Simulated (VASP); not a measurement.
# Si2Ni (Fm-3m) in VASP: notebook

Runs on Si2Ni. Level: PBE. Tasks: single point, relaxation of cell and atoms.

All numbers are computed with VASP 6.6.1; they aren't measurements. Logs are shortened: lines on timing, memory, paths and dates and some standing lists are left out, and cuts for length are marked.

### 1 The cell of the first run

The structure is cubic, space group Fm-3m (No. 225). The conventional cell has a = 5.391 Å, b = 5.391 Å, c = 5.391 Å, α = 90.00°, β = 90.00°, γ = 90.00°. Si (site symmetry -43m) has 4 Ni at 2.33 Å and 6 Si at 2.70 Å within 3.1 Å. Ni (site symmetry m-3m) has 8 Si at 2.33 Å within 3.1 Å.

### 2 Single point, PBE, collinear spin, ferromagnetic start

INCAR reads:

```
SYSTEM = Si2Ni
  PREC = Accurate
  ENCUT = 600
  EDIFF = 1E-6
  ISMEAR = -1
  SIGMA = 0.1
  LREAL = .FALSE.
  LASPH = .TRUE.
  NELM = 200
  ALGO = Normal
  ISIF = 2
  LWAVE = .FALSE.
  LCHARG = .TRUE.
  ISPIN = 2
  MAGMOM = 0 0 1.5
  LORBIT = 11
  LMAXMIX = 4
  GGA = PE
  LELF = .TRUE.
  LVHAR = .TRUE.
  NBANDS = 20
  GGA_COMPAT = .FALSE.
```

KPOINTS reads:

```
Automatic mesh
0
G
  9 9 9
  0 0 0
```

POSCAR reads:

```
Si2Ni
1.0
    0.0000000000      2.6955254834      2.6955254834
    2.6955254834      0.0000000000      2.6955254834
    2.6955254834      2.6955254834      0.0000000000
Si Ni
2 1
Direct
    0.2500000000      0.2500000000      0.2500000000
    0.7500000000      0.7500000000      0.7500000000
    0.0000000000      0.0000000000      0.0000000000
```

Potentials or basis: VASP PAW PBE potentials, release 64 (Si, Ni).

Command:

```bash
$ cat potpaw_PBE.64/Si/POTCAR potpaw_PBE.64/Ni/POTCAR > POTCAR
$ mpirun -np 1 vasp_std > vasp.out
```

OUTCAR:

```text
SYSTEM = Si2Ni
   PREC = Accurate
   ENCUT = 600
   EDIFF = 1E-6
   ISMEAR = -1
   LREAL = .FALSE.
   LASPH = .TRUE.
   NELM = 200
   ISIF = 2
   ISPIN = 2
   LORBIT = 11
   GGA = PE

 ion  position               nearest neighbor table
   1  0.250  0.250  0.250-   3 2.33   3 2.33   3 2.33   3 2.33   2 2.70   2 2.70   2 2.70   2 2.70
                             2 2.70   2 2.70
   2  0.750  0.750  0.750-   3 2.33   3 2.33   3 2.33   3 2.33   1 2.70   1 2.70   1 2.70   1 2.70
                             1 2.70   1 2.70
   3  0.000  0.000  0.000-   2 2.33   2 2.33   2 2.33   1 2.33   1 2.33   1 2.33   2 2.33   1 2.33

  LATTYP: Found a face centered cubic cell.
 ALAT       =     5.3910509668

  Lattice vectors:

 A1 = (   0.0000000000,   2.6955254834,   2.6955254834)
 A2 = (   2.6955254834,   0.0000000000,   2.6955254834)
 A3 = (   2.6955254834,   2.6955254834,   0.0000000000)

Analysis of symmetry for initial positions (statically):
=====================================================================
 Subroutine PRICEL returns:
 Original cell was already a primitive cell.

 Routine SETGRP: Setting up the symmetry group for a
 face centered cubic supercell.

 Subroutine GETGRP returns: Found 48 space group operations
 (whereof 48 operations were pure point group operations)
 out of a pool of 48 trial point group operations.

The static configuration has the point symmetry O_h .

Analysis of symmetry for dynamics (positions and initial velocities):
=====================================================================
 Subroutine PRICEL returns:
 Original cell was already a primitive cell.

 Routine SETGRP: Setting up the symmetry group for a
 face centered cubic supercell.

 Subroutine GETGRP returns: Found 48 space group operations
 (whereof 48 operations were pure point group operations)
 out of a pool of 48 trial point group operations.

The dynamic configuration has the point symmetry O_h .

Analysis of structural, dynamic, and magnetic symmetry:
=====================================================================
 Subroutine PRICEL returns:
 Original cell was already a primitive cell.

 Routine SETGRP: Setting up the symmetry group for a
 face centered cubic supercell.

 Subroutine GETGRP returns: Found 48 space group operations
 (whereof 48 operations were pure point group operations)
 out of a pool of 48 trial point group operations.

The overall configuration has the point symmetry O_h .

 Subroutine INISYM returns: Found 48 space group operations
 (whereof 48 operations are pure point group operations),
 and found     1 'primitive' translations

----------------------------------------------------------------------------------------

                                     Primitive cell

  volume of cell :      39.1706

  direct lattice vectors                    reciprocal lattice vectors
     0.000000000  2.695525483  2.695525483    -0.185492589  0.185492589  0.185492589
     2.695525483  0.000000000  2.695525483     0.185492589 -0.185492589  0.185492589
     2.695525483  2.695525483  0.000000000     0.185492589  0.185492589 -0.185492589

  length of vectors
     3.812048696  3.812048696  3.812048696     0.321282588  0.321282588  0.321282588

  position of ions in fractional coordinates (direct lattice)
     0.250000000  0.250000000  0.250000000
     0.750000000  0.750000000  0.750000000
     0.000000000  0.000000000  0.000000000

  ion indices of the primitive-cell ions
   primitive index   ion index
                 1           1
                 2           2
                 3           3

----------------------------------------------------------------------------------------

 KPOINTS: Automatic mesh

Automatic generation of k-mesh.
 Grid dimensions read from file:
 generate k-points for:    9    9    9

 Generating k-lattice:

  Cartesian coordinates                     Fractional coordinates (reciprocal lattice)
    -0.020610288  0.020610288  0.020610288     0.111111111  0.000000000  0.000000000
     0.020610288 -0.020610288  0.020610288     0.000000000  0.111111111  0.000000000
     0.020610288  0.020610288 -0.020610288     0.000000000  0.000000000  0.111111111

  Length of vectors
     0.035698065  0.035698065  0.035698065

  Shift w.r.t. Gamma in fractional coordinates (k-lattice)
     0.000000000  0.000000000  0.000000000

 Subroutine IBZKPT returns following result:
 ===========================================

 Found     35 irreducible k-points:

 Following reciprocal coordinates:
            Coordinates               Weight
  0.000000  0.000000  0.000000      1.000000
  0.111111  0.000000  0.000000      8.000000
  0.222222  0.000000  0.000000      8.000000
  0.333333  0.000000  0.000000      8.000000
  0.444444  0.000000  0.000000      8.000000
  0.111111  0.111111  0.000000      6.000000
[... 16 lines left out ...]
 -0.333333  0.333333  0.000000     12.000000
  0.444444  0.444444  0.000000      6.000000
 [... further k-points ...]
   k-points           NKPTS =     35   k-points in BZ     NKDIM =     35   number of bands    NBANDS=     20
   number of dos      NEDOS =    301   number of ions     NIONS =      3
   total plane-waves  NPLWV =  27000
   dimension x,y,z NGX =    30 NGY =   30 NGZ =   30
   dimension x,y,z NGXF=    60 NGYF=   60 NGZF=   60
   ions per type =               2   1
   NGX,Y,Z   is equivalent  to a cutoff of  13.08, 13.08, 13.08 a.u.
   NGXF,Y,Z  is equivalent  to a cutoff of  26.17, 26.17, 26.17 a.u.
 SYSTEM =  Si2Ni
   PREC   = accura    normal or accurate (medium, high low for compatibility)
   ISTART =      0    job   : 0-new  1-cont  2-samecut
   ICHARG =      2    charge: 1-file 2-atom 10-const
   ISPIN  =      2    spin polarized calculation?
   LNONCOLLINEAR =      F non collinear calculations
   LSORBIT =      F    spin-orbit coupling
   LASPH  =      T    aspherical Exc in radial PAW
   ENCUT  =  600.0 eV  44.10 Ry    6.64 a.u.   7.61  7.61  7.61*2*pi/ulx,y,z
   NELM   =    200;   NELMIN=  2; NELMDL= -5     # of ELM steps
   EDIFF  = 0.1E-05   stopping-criterion for ELM
   LREAL  =      F    real-space projection
   EDIFFG = 0.1E-04   stopping-criterion for IOM
   NSW    =      0    number of steps for IOM
   IBRION =     -1    ionic relax: 0-MD 1-quasi-New 2-CG
   NFREE  =      0    steps in history (QN), initial steepest desc. (CG)
   ISIF   =      2    stress and relaxation
   ISYM   =      2    0-nonsym 1-usesym 2-fastsym
   POTIM  = 0.5000    time-step for ionic-motion
   TEBEG  =    0.0;   TEEND  =   0.0 temperature during run
   PSTRESS=    0.0 pullay stress
   NELECT =      18.0000    total number of electrons
   NUPDOWN=      -1.0000    fix difference up-down
   EMIN   =  10.00;   EMAX   =-10.00  energy-range for DOS
   EFERMI =   0.00;   METHOD = LEGACY
   ISMEAR =    -1;   SIGMA  =   0.10  broadening in eV -4-tet -1-fermi 0-gaus
   EFERMI_NEDOS =   21; number of points for ismear=-14 and -15
   IALGO  =     38    algorithm
   IMIX   =      4    mixing-type and parameters
     AMIX     =   0.40;   BMIX     =  1.00
     AMIX_MAG =   1.60;   BMIX_MAG =  1.00
  volume/ion in A,a.u.               =      13.06        88.11
  Fermi-wavevector in a.u.,A,eV,Ry     =   1.263317  2.387322 21.714476  1.595969
  Thomas-Fermi vector in A             =   2.396680
   LORBIT       =     11    0 simple, 1 ext, 2 COOP (PROOUT), +10 PAW based schemes
   GGA     = PE    functional components
   LHFCALC =     F    Hartree Fock is set to
   AEXX    =    0.0000 exact exchange contribution
   IVDW    =     0    specifies the selected vdW correction
   LEPSILON=     F    determine dielectric tensor
   LRPA    =     F    only Hartree local field effects (RPA)
 spin polarized calculation
  energy-cutoff  :      600.00
  volume of cell :       39.17
 maximum number of plane-waves:      1324
   NGX = 15   NGY = 15   NGZ = 15

 number of electron      17.9999991 magnetization       0.0003187

 number of electron      17.9999991 magnetization      -0.0001387

 Free energy of the ion-electron system (eV)
  ---------------------------------------------------
  ext. energy  EPLUGINS =         0.00000000
  ---------------------------------------------------
  free energy    TOTEN  =       -17.36695849 eV

  energy without entropy =      -17.33596179  energy(sigma->0) =      -17.35146014

 E-fermi :  10.5816     XC(G=0): -11.6252

 val. band max:       10.5486223409   @ k =   0.3333   0.2222   0.0000
 cond. band min:      10.6411108624   @ k =   0.1111   0.1111   0.0000
 fundamental gap:      0.0924885215
 Fermi energy:        10.5816469510

 spin component 1

 k-point     1 :       0.0000    0.0000    0.0000
  band No.  band energies     occupation
      1      -3.3552      1.00000
      2       5.3194      1.00000
      3       5.3194      1.00000
      4       5.3194      1.00000
      5       7.0198      1.00000
      6       7.0198      1.00000
[... 12 lines left out ...]
     19      19.7730      0.00000
[... 513 lines left out ...]
      4       5.9324      1.00000
      5       5.9324      1.00000
      6       7.0757      1.00000
[... 12 lines left out ...]
     19      24.3898      0.00000
     20      24.3898      0.00000

 [... further k-points ...]

 spin component 2

 k-point     1 :       0.0000    0.0000    0.0000
  band No.  band energies     occupation
      1      -3.3553      1.00000
      2       5.3194      1.00000
      3       5.3194      1.00000
      4       5.3194      1.00000
      5       7.0199      1.00000
      6       7.0199      1.00000
[... 12 lines left out ...]
     19      19.7729      0.00000
[... 513 lines left out ...]
      4       5.9324      1.00000
      5       5.9324      1.00000
      6       7.0757      1.00000
[... 12 lines left out ...]
     19      24.3897      0.00000
     20      24.3897      0.00000

 [... further k-points ...]

------------------------ aborting loop because EDIFF is reached ----------------------------------------

  FORCE on cell =-STRESS in cart. coord.  units (eV):
  Direction    XX          YY          ZZ          XY          YZ          ZX
  --------------------------------------------------------------------------------------
  -------------------------------------------------------------------------------------
  Total        1.1847583      1.1847583      1.1847583     -0.0000000      0.0000000     -0.0000000
  in kB       48.4596237     48.4596237     48.4596237     -0.0000000      0.0000000     -0.0000000
  external PRESSURE =      48.4596237 kB  Pullay stress =       0.0000000 kB

 VOLUME and BASIS-vectors are now :
 -----------------------------------------------------------------------------
  energy-cutoff  :      600.00
  volume of cell :       39.17
      direct lattice vectors                 reciprocal lattice vectors
     0.000000000  2.695525483  2.695525483    -0.185492589  0.185492589  0.185492589
     2.695525483  0.000000000  2.695525483     0.185492589 -0.185492589  0.185492589
     2.695525483  2.695525483  0.000000000     0.185492589  0.185492589 -0.185492589

 POSITION                                       TOTAL-FORCE (eV/Angst)
 -----------------------------------------------------------------------------------
      1.34776      1.34776      1.34776         0.000000      0.000000      0.000000
      4.04329      4.04329      4.04329        -0.000000     -0.000000     -0.000000
      0.00000      0.00000      0.00000        -0.000000      0.000000      0.000000
 -----------------------------------------------------------------------------------
    total drift:                                0.000000     -0.000000     -0.000000

  FREE ENERGIE OF THE ION-ELECTRON SYSTEM (eV)
  ---------------------------------------------------
  free  energy   TOTEN  =       -17.3669584916 eV

  energy  without entropy=      -17.3359617858  energy(sigma->0) =      -17.35146014

 total charge

# of ion       s       p       d       tot
------------------------------------------
    1        0.742   0.849   0.000   1.591
    2        0.742   0.849   0.000   1.591
    3        0.564   0.809   8.455   9.829
--------------------------------------------------
tot          2.049   2.508   8.455  13.012

 magnetization (x)

# of ion       s       p       d       tot
------------------------------------------
    1       -0.000  -0.000   0.000  -0.000
    2       -0.000  -0.000   0.000  -0.000
    3       -0.000  -0.000   0.000   0.000
--------------------------------------------------
tot         -0.000  -0.000   0.000  -0.000
```

Wall time 2.5 min (1 thread of Intel Xeon 8259CL, shared host); peak memory 0.22 GiB.

What came out:

* Free energy: -17.3670 eV
* Pressure: 4.8 GPa
* Band gap on the k mesh: zero (filled and empty bands overlap)
* Net moment: 0.00 μB per cell
* Valence electrons inside the program's atomic spheres: Si 1.59; Ni 9.83

Caveat: the cell stands under pressure.

### 3 Single point, PBE, collinear spin, ferromagnetic start

This run uses another cell than the first one, of 13.49 Å³/atom.

INCAR reads:

```
SYSTEM = Si2Ni
ALGO = Normal
EDIFF = 1E-6
ENCUT = 600
GGA = PE
GGA_COMPAT = .False.
ISIF = 2
ISMEAR = -1
ISPIN = 2
LASPH = .True.
LCHARG = .False.
LMAXMIX = 4
LORBIT = 11
LREAL = .False.
LWAVE = .False.
MAGMOM = 0 0 1.5
NBANDS = 20
NELM = 200
PREC = Accurate
SIGMA = 0.1
```

KPOINTS reads:

```
k-points
0
Gamma
  9 9 9
  0 0 0
```

POSCAR reads:

```
Si2Ni
1.0
    0.0000000000      2.7247338961      2.7247338961
    2.7247338961      0.0000000000      2.7247338961
    2.7247338961      2.7247338961      0.0000000000
Si Ni
2 1
Direct
    0.2500000000      0.2500000000      0.2500000000
    0.7500000000      0.7500000000      0.7500000000
    0.0000000000      0.0000000000      0.0000000000
```

Potentials or basis: VASP PAW PBE potentials, release 64 (Si, Ni).

Command:

```bash
$ cat potpaw_PBE.64/Si/POTCAR potpaw_PBE.64/Ni/POTCAR > POTCAR
$ mpirun -np 1 vasp_std > vasp.out
```

It took 1.9 min on 1 thread of Intel Xeon 8259CL, shared host; peak memory 0.23 GiB.

It converged, with:

| Property | Result |
| --- | --- |
| Free energy | -17.3863 eV |
| Pressure | -0.1 GPa |
| Band gap on the k mesh | zero (filled and empty bands overlap) |
| Net moment | 0.00 μB per cell |
| Valence electrons inside the program's atomic spheres | Si 1.57; Ni 9.75 |

Levels at points of the mesh, in eV from the Fermi level:
Spin up:
```
           k point  band 5  band 6  band 7  band 8  band 9  band 10  band 11  band 12  band 13  band 14
(0.00, 0.00, 0.00)   -3.35   -3.35   -0.46    1.69    1.69     1.69     2.35     2.35     2.35     4.70
```
Spin down:
```tsv
k point	band 6	band 7	band 8	band 9	band 10	band 11	band 12	band 13
(0.00, 0.00, 0.00)	-3.35	-0.46	1.69	1.69	1.69	2.35	2.35	2.35
```

### 4 Relaxation of cell and atoms, PBE, collinear spin, ferromagnetic start

This run uses another cell than the first one, of 13.17 Å³/atom.

INCAR reads:

```
SYSTEM = Si2Ni
PREC = Accurate
ENCUT = 600
EDIFF = 1E-7
ISMEAR = -1
SIGMA = 0.1
LREAL = .False.
LASPH = .True.
NELM = 200
ALGO = Normal
ISIF = 3
LWAVE = .False.
LCHARG = .False.
ISPIN = 2
MAGMOM = 0 0 1.5
LORBIT = 11
LMAXMIX = 4
GGA = PE
IBRION = 2
NSW = 80
EDIFFG = -0.05
GGA_COMPAT = .False.
NELMIN = 4
```

KPOINTS reads:

```
regular mesh
0
Gamma
  9 9 9
  0 0 0
```

POSCAR reads:

```
Si2Ni
1.0
    0.0000000000      2.7030000000      2.7030000000
    2.7030000000      0.0000000000      2.7030000000
    2.7030000000      2.7030000000      0.0000000000
Si Ni
2 1
Direct
    0.2500000000      0.2500000000      0.2500000000
    0.7500000000      0.7500000000      0.7500000000
    0.0000000000      0.0000000000      0.0000000000
```

Command:

```bash
$ cat potpaw_PBE.64/Si/POTCAR potpaw_PBE.64/Ni/POTCAR > POTCAR
$ mpirun -np 1 vasp_std > vasp.out
```

It took 3.4 min on 1 thread of Intel Xeon 8259CL, shared host; peak memory 0.23 GiB.

It converged, with:

* Free energy: -17.3861 eV
* Relaxed volume: 13.48 Å³/atom
* Relaxed cell: a = 3.853 Å, b = 3.853 Å, c = 3.853 Å, α = 60.00°, β = 60.00°, γ = 60.00°
* Space group after relaxing (to 0.1 Å): Fm-3m (No. 225)
* Energy gained by relaxing: 3.5 meV/atom
* Ionic steps: 3
* Pressure after relaxing: 0.0 GPa
* Band gap on the k mesh: zero (filled and empty bands overlap)
* Net moment: 0.00 μB per cell
* Valence electrons inside the program's atomic spheres: Si 1.57; Ni 9.75

Step by step:
| step | energy change (eV) | largest force (eV/Å) | pressure (GPa) | volume (Å³) |
| --- | --- | --- | --- | --- |
| 1 | 0.0000 | 0.0000 | 3.56 | 39.50 |
| 2 | -0.0044 | 0.0000 | -2.56 | 41.19 |
| 3 | -0.0104 | 0.0000 | -0.01 | 40.45 |

Final structure:
```yaml
crystal:
  lattice:
    - [0.00000, 2.72460, 2.72460]
    - [2.72460, 0.00000, 2.72460]
    - [2.72460, 2.72460, 0.00000]
  atoms:
    - { symbol: Si, position: [0.25000, 0.25000, 0.25000] }
    - { symbol: Si, position: [0.75000, 0.75000, 0.75000] }
    - { symbol: Ni, position: [0.00000, 0.00000, 0.00000] }
```

Levels at points of the mesh, in eV from the Fermi level:
Spin up:
```csv
k point,band 6,band 7,band 8,band 9,band 10,band 11,band 12,band 13
"(0.00, 0.00, 0.00)",-3.36,-0.46,1.69,1.69,1.69,2.35,2.35,2.35
```
Spin down:
```csv
k point,band 7,band 8,band 9,band 10,band 11,band 12
"(0.00, 0.00, 0.00)",-0.46,1.69,1.69,1.69,2.35,2.35
```

(Part 1 of 2 ends here.)
